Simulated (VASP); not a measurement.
# HPbNO4 (P1) in VASP: a series of runs

The runs below take HPbNO4 through single point, with revPBE, RPBE, PBE.

Program: VASP 6.6.1. These are calculated values, not measurements. Logs are shortened: lines on timing, memory, paths and dates and some standing lists are left out, and cuts for length are marked.

### Step 1. The cell of the first run

The typed cell holds 7 atoms: a = 4.204 Å, b = 4.339 Å, c = 6.729 Å, α = 71.95°, β = 72.29°, γ = 62.23°.

### Step 2. Single point, revPBE

Contents of INCAR:

```
SYSTEM = HPbNO4
  PREC = Accurate
  ENCUT = 520
  EDIFF = 1E-7
  ISMEAR = -1
  SIGMA = 0.05
  LREAL = .False.
  LASPH = .True.
  NELM = 80
  ALGO = Normal
  ISIF = 2
  LWAVE = .False.
  LCHARG = .False.
  GGA = RE
  NBANDS = 31
```

Contents of KPOINTS:

```
regular mesh
0
Gamma
  5 5 4
  0 0 0
```

Contents of POSCAR:

```
HPbNO4
1.0
    4.1992300000      0.1111700000      0.1681700000
    1.9160000000      3.8913200000      0.1256800000
    1.7608500000      1.2525900000      6.3726600000
H Pb N O
1 1 1 4
Direct
    0.8914500000      0.6820200000      0.6279600000
    0.1442600000      0.9287200000      0.8835200000
    0.2567000000      0.2886100000      0.3017100000
    0.8310800000      0.6505600000      0.7840500000
    0.3869400000      0.2238000000      0.1129500000
    0.3110400000      0.0357600000      0.4585600000
    0.0772600000      0.6063300000      0.3227500000
```

Potentials or basis: VASP PAW PBE potentials, release 64 (H, Pb_d, N, O).

The run is started by

```
> cat potpaw_PBE.64/H/POTCAR potpaw_PBE.64/Pb_d/POTCAR potpaw_PBE.64/N/POTCAR potpaw_PBE.64/O/POTCAR > POTCAR
> mpirun -np 1 vasp_std > vasp.out
```

OUTCAR:

```text
SYSTEM = HPbNO4
   PREC = Accurate
   ENCUT = 520
   EDIFF = 1E-7
   ISMEAR = -1
   LREAL = .False.
   LASPH = .True.
   NELM = 80
   ISIF = 2
   GGA = RE

 ion  position               nearest neighbor table
   1  0.891  0.682  0.628-   4 0.98
   2  0.144  0.929  0.884-   4 2.48   4 2.51   6 2.67   4 2.72   5 2.81   7 2.84   5 2.91   5 2.93

   3  0.257  0.289  0.302-   6 1.25   7 1.26   5 1.28
   4  0.831  0.651  0.784-   1 0.98   2 2.48   2 2.51   2 2.72
   5  0.387  0.224  0.113-   3 1.28   2 2.81   2 2.91   2 2.93
   6  0.311  0.036  0.459-   3 1.25   2 2.67
   7  0.077  0.606  0.323-   3 1.26   2 2.84

  LATTYP: Found a triclinic cell.
 ALAT       =     6.7290690222
 B/A-ratio  =     1.0080435208
 C/A-ratio  =     0.6247619357
 COS(alpha) =     0.0037064377
 COS(beta)  =     0.3041824545
 COS(gamma) =     0.7937729759

  Lattice vectors:

 A1 = (   1.7608500000,   1.2525900000,   6.3726600000)
 A2 = (  -0.1551500000,  -2.6387300000,   6.2469800000)
 A3 = (   4.1992300000,   0.1111700000,   0.1681700000)

Analysis of symmetry for initial positions (statically):
=====================================================================
 Subroutine PRICEL returns:
 Original cell was already a primitive cell.

 Routine SETGRP: Setting up the symmetry group for a
 triclinic supercell.

 Subroutine GETGRP returns: Found  1 space group operations
 (whereof  1 operations were pure point group operations)
 out of a pool of  2 trial point group operations.

The static configuration has the point symmetry C_1 .

Analysis of symmetry for dynamics (positions and initial velocities):
=====================================================================
 Subroutine PRICEL returns:
 Original cell was already a primitive cell.

 Routine SETGRP: Setting up the symmetry group for a
 triclinic supercell.

 Subroutine GETGRP returns: Found  1 space group operations
 (whereof  1 operations were pure point group operations)
 out of a pool of  2 trial point group operations.

The dynamic configuration has the point symmetry C_1 .

 Subroutine INISYM returns: Found  1 space group operations
 (whereof  1 operations are pure point group operations),
 and found     1 'primitive' translations

----------------------------------------------------------------------------------------

                                     Primitive cell

  volume of cell :     101.3902

  direct lattice vectors                    reciprocal lattice vectors
     4.199230000  0.111170000  0.168170000     0.243027768 -0.118243312 -0.043910244
     1.916000000  3.891320000  0.125680000    -0.004909750  0.261012831 -0.049947232
     1.760850000  1.252590000  6.372660000    -0.006316502 -0.002027272  0.159064151

  length of vectors
     4.204066188  4.339265238  6.729069022     0.273810311  0.265794149  0.159202425

  position of ions in fractional coordinates (direct lattice)
     0.891450000  0.682020000  0.627960000
     0.144260000  0.928720000  0.883520000
     0.256700000  0.288610000  0.301710000
     0.831080000  0.650560000  0.784050000
     0.386940000  0.223800000  0.112950000
     0.311040000  0.035760000  0.458560000
     0.077260000  0.606330000  0.322750000

  ion indices of the primitive-cell ions
   primitive index   ion index
                 1           1
                 2           2
                 3           3
                 4           4
                 5           5
                 6           6
                 7           7

----------------------------------------------------------------------------------------

 KPOINTS: regular mesh

Automatic generation of k-mesh.
 Grid dimensions read from file:
 generate k-points for:    5    5    4

 Generating k-lattice:

  Cartesian coordinates                     Fractional coordinates (reciprocal lattice)
     0.048605554 -0.023648662 -0.008782049     0.200000000 -0.000000000 -0.000000000
    -0.000981950  0.052202566 -0.009989446    -0.000000000  0.200000000  0.000000000
    -0.001579126 -0.000506818  0.039766038    -0.000000000 -0.000000000  0.250000000

  Length of vectors
     0.054762062  0.053158830  0.039800606

  Shift w.r.t. Gamma in fractional coordinates (k-lattice)
     0.000000000  0.000000000  0.000000000

 Subroutine IBZKPT returns following result:
 ===========================================

 Found     51 irreducible k-points:

 Following reciprocal coordinates:
            Coordinates               Weight
  0.000000  0.000000  0.000000      1.000000
  0.200000  0.000000  0.000000      2.000000
  0.400000 -0.000000  0.000000      2.000000
 -0.000000  0.200000  0.000000      2.000000
  0.200000  0.200000  0.000000      2.000000
  0.400000  0.200000  0.000000      2.000000
[... 16 lines left out ...]
 -0.200000  0.200000  0.250000      2.000000
 -0.000000  0.400000  0.250000      2.000000
 [... further k-points ...]
   k-points           NKPTS =     51   k-points in BZ     NKDIM =     51   number of bands    NBANDS=     31
   number of dos      NEDOS =    301   number of ions     NIONS =      7
   total plane-waves  NPLWV =  51200
   dimension x,y,z NGX =    32 NGY =   32 NGZ =   50
   dimension x,y,z NGXF=    64 NGYF=   64 NGZF=  100
   ions per type =               1   1   1   4
   NGX,Y,Z   is equivalent  to a cutoff of  12.65, 12.26, 12.35 a.u.
   NGXF,Y,Z  is equivalent  to a cutoff of  25.31, 24.52, 24.71 a.u.
 SYSTEM =  HPbNO4
   PREC   = accura    normal or accurate (medium, high low for compatibility)
   ISTART =      0    job   : 0-new  1-cont  2-samecut
   ICHARG =      2    charge: 1-file 2-atom 10-const
   ISPIN  =      1    spin polarized calculation?
   LNONCOLLINEAR =      F non collinear calculations
   LSORBIT =      F    spin-orbit coupling
   LASPH  =      T    aspherical Exc in radial PAW
   ENCUT  =  520.0 eV  38.22 Ry    6.18 a.u.   7.82  8.07 12.51*2*pi/ulx,y,z
   NELM   =     80;   NELMIN=  2; NELMDL= -5     # of ELM steps
   EDIFF  = 0.1E-06   stopping-criterion for ELM
   LREAL  =      F    real-space projection
   EDIFFG = 0.1E-05   stopping-criterion for IOM
   NSW    =      0    number of steps for IOM
   IBRION =     -1    ionic relax: 0-MD 1-quasi-New 2-CG
   NFREE  =      0    steps in history (QN), initial steepest desc. (CG)
   ISIF   =      2    stress and relaxation
   ISYM   =      2    0-nonsym 1-usesym 2-fastsym
   POTIM  = 0.5000    time-step for ionic-motion
   TEBEG  =    0.0;   TEEND  =   0.0 temperature during run
   PSTRESS=    0.0 pullay stress
   NELECT =      44.0000    total number of electrons
   NUPDOWN=      -1.0000    fix difference up-down
   EMIN   =  10.00;   EMAX   =-10.00  energy-range for DOS
   EFERMI =   0.00;   METHOD = LEGACY
   ISMEAR =    -1;   SIGMA  =   0.05  broadening in eV -4-tet -1-fermi 0-gaus
   EFERMI_NEDOS =   21; number of points for ismear=-14 and -15
   IALGO  =     38    algorithm
   IMIX   =      4    mixing-type and parameters
     AMIX     =   0.40;   BMIX     =  1.00
     AMIX_MAG =   1.60;   BMIX_MAG =  1.00
  volume/ion in A,a.u.               =      14.48        97.74
  Fermi-wavevector in a.u.,A,eV,Ry     =   1.239444  2.342210 20.901576  1.536223
  Thomas-Fermi vector in A             =   2.373927
   LORBIT       =      0    0 simple, 1 ext, 2 COOP (PROOUT), +10 PAW based schemes
   GGA     = RE    functional components
   LHFCALC =     F    Hartree Fock is set to
   AEXX    =    0.0000 exact exchange contribution
   IVDW    =     0    specifies the selected vdW correction
   LEPSILON=     F    determine dielectric tensor
   LRPA    =     F    only Hartree local field effects (RPA)
 non-spin polarized calculation
  energy-cutoff  :      520.00
  volume of cell :      101.39
 maximum number of plane-waves:      2745
   NGX = 15   NGY = 17   NGZ = 25

 number of electron      43.9999999 magnetization

 Free energy of the ion-electron system (eV)
  ---------------------------------------------------
  ext. energy  EPLUGINS =         0.00000000
  ---------------------------------------------------
  free energy    TOTEN  =       -38.72052175 eV

  energy without entropy =      -38.72052175  energy(sigma->0) =      -38.72052175

 E-fermi :   2.1219     XC(G=0):  -8.3111

 val. band max:        1.0113531923   @ k =   0.2000  -0.4000   0.2500
 cond. band min:       3.9009207402   @ k =  -0.2000   0.4000   0.5000
 fundamental gap:      2.8895675479
 Fermi energy:         2.1218999674

 k-point     1 :       0.0000    0.0000    0.0000
  band No.  band energies     occupation
      1     -24.9655      2.00000
      2     -19.5481      2.00000
      3     -19.2225      2.00000
      4     -16.7005      2.00000
      5     -14.3847      2.00000
      6     -14.3646      2.00000
[... 23 lines left out ...]
     30      12.7701      0.00000
     31      13.4087      0.00000

 k-point     2 :       0.2000    0.0000    0.0000
  band No.  band energies     occupation
      1     -24.9563      2.00000
      2     -19.5638      2.00000
      3     -19.2268      2.00000
      4     -16.6945      2.00000
      5     -14.3912      2.00000
      6     -14.3813      2.00000
[... 23 lines left out ...]
     30      12.0546      0.00000
     31      12.8767      0.00000

 k-point     3 :       0.4000   -0.0000    0.0000
  band No.  band energies     occupation
      1     -24.9413      2.00000
      2     -19.5909      2.00000
      3     -19.2314      2.00000
      4     -16.6881      2.00000
      5     -14.3959      2.00000
      6     -14.3821      2.00000
[... 23 lines left out ...]
     30      11.5394      0.00000
     31      12.6936      0.00000

 k-point     4 :      -0.0000    0.2000    0.0000
  band No.  band energies     occupation
      1     -24.9503      2.00000
      2     -19.5854      2.00000
      3     -19.2314      2.00000
      4     -16.6950      2.00000
      5     -14.3906      2.00000
      6     -14.3685      2.00000
[... 23 lines left out ...]
     30      12.1446      0.00000
     31      13.1135      0.00000

 k-point     5 :       0.2000    0.2000    0.0000
  band No.  band energies     occupation
      1     -24.9557      2.00000
      2     -19.5652      2.00000
      3     -19.2262      2.00000
      4     -16.6947      2.00000
      5     -14.3888      2.00000
      6     -14.3829      2.00000
[... 23 lines left out ...]
     30      12.1683      0.00000
     31      12.9540      0.00000
[... 542 lines left out ...]
     30      11.9040      0.00000
     31      13.4374      0.00000

 k-point    22 :      -0.4000    0.2000    0.2500
  band No.  band energies     occupation
      1     -24.9336      2.00000
      2     -19.6093      2.00000
      3     -19.2347      2.00000
      4     -16.6862      2.00000
      5     -14.3951      2.00000
      6     -14.3810      2.00000
[... 23 lines left out ...]
     30      11.6294      0.00000
     31      12.9402      0.00000

 k-point    23 :      -0.2000    0.2000    0.2500
  band No.  band energies     occupation
      1     -24.9366      2.00000
      2     -19.6121      2.00000
      3     -19.2380      2.00000
      4     -16.6871      2.00000
      5     -14.3961      2.00000
      6     -14.3806      2.00000
[... 23 lines left out ...]
     30      12.0314      0.00000
     31      12.7204      0.00000

 k-point    24 :      -0.0000    0.4000    0.2500
  band No.  band energies     occupation
      1     -24.9259      2.00000
      2     -19.6457      2.00000
      3     -19.2418      2.00000
      4     -16.6872      2.00000
      5     -14.3938      2.00000
      6     -14.3718      2.00000
[... 23 lines left out ...]
     30      11.6345      0.00000
     31      13.3193      0.00000

 [... further k-points ...]

------------------------ aborting loop because EDIFF is reached ----------------------------------------

  FORCE on cell =-STRESS in cart. coord.  units (eV):
  Direction    XX          YY          ZZ          XY          YZ          ZX
  --------------------------------------------------------------------------------------
  -------------------------------------------------------------------------------------
  Total        0.8795732      2.0711714      2.0550559     -0.0786816     -0.0577995     -0.0391915
  in kB       13.8990979     32.7288432     32.4741845     -1.2433346     -0.9133537     -0.6193082
  external PRESSURE =      26.3673752 kB  Pullay stress =       0.0000000 kB

 VOLUME and BASIS-vectors are now :
 -----------------------------------------------------------------------------
  energy-cutoff  :      520.00
  volume of cell :      101.39
      direct lattice vectors                 reciprocal lattice vectors
     4.199230000  0.111170000  0.168170000     0.243027768 -0.118243312 -0.043910244
     1.916000000  3.891320000  0.125680000    -0.004909750  0.261012831 -0.049947232
     1.760850000  1.252590000  6.372660000    -0.006316502 -0.002027272  0.159064151

 POSITION                                       TOTAL-FORCE (eV/Angst)
 -----------------------------------------------------------------------------------
      6.15590      3.53964      4.23741        -0.000418      0.004780      0.005432
      3.94095      4.73667      5.77135         0.001210      0.027858      0.003805
      2.16219      1.52953      2.00214         0.006244     -0.042414     -0.085350
      6.11696      3.60602      5.21801        -0.001308     -0.015024     -0.009778
      2.25254      1.05537      0.81299         0.036259     -0.188662     -0.441978
      2.18210      0.74812      2.97905         0.010929     -0.371941      0.465545
      2.05448      2.77229      2.14597        -0.052917      0.585402      0.062324
 -----------------------------------------------------------------------------------
    total drift:                               -0.000613     -0.000054     -0.000443

  FREE ENERGIE OF THE ION-ELECTRON SYSTEM (eV)
  ---------------------------------------------------
  free  energy   TOTEN  =       -38.7205217511 eV

  energy  without entropy=      -38.7205217510  energy(sigma->0) =      -38.72052175
```

Run time: 6.3 min. Hardware: 1 thread of Oxide Virtual Turin-like, shared host; peak memory 0.27 GiB.

What came out:

```yaml
Free_energy: -38.7205 eV
Pressure: 2.6 GPa
Largest_force: 0.596 eV/Å
Band_gap_on_the_k_mesh: 2.89 eV
```

Forces on the atoms (eV/Å):
```
H    0.000  0.005  0.005
Pb   0.001  0.028  0.004
N    0.006 -0.042 -0.085
O   -0.001 -0.015 -0.010
O    0.036 -0.189 -0.442
O    0.011 -0.372  0.466
O   -0.053  0.585  0.062
```

Stress tensor (GPa, compression positive):
```
 1.39 -0.12 -0.06
-0.12  3.27 -0.09
-0.06 -0.09  3.25
```

Caveat: the standard files for N, O and F lose accuracy on very short bonds; the PAW data sets were made with another functional, which shifts forces and pressure a little; spin-orbit coupling is left out, which moves the levels of the heavy elements.

(Part 1 of 2 ends here.)
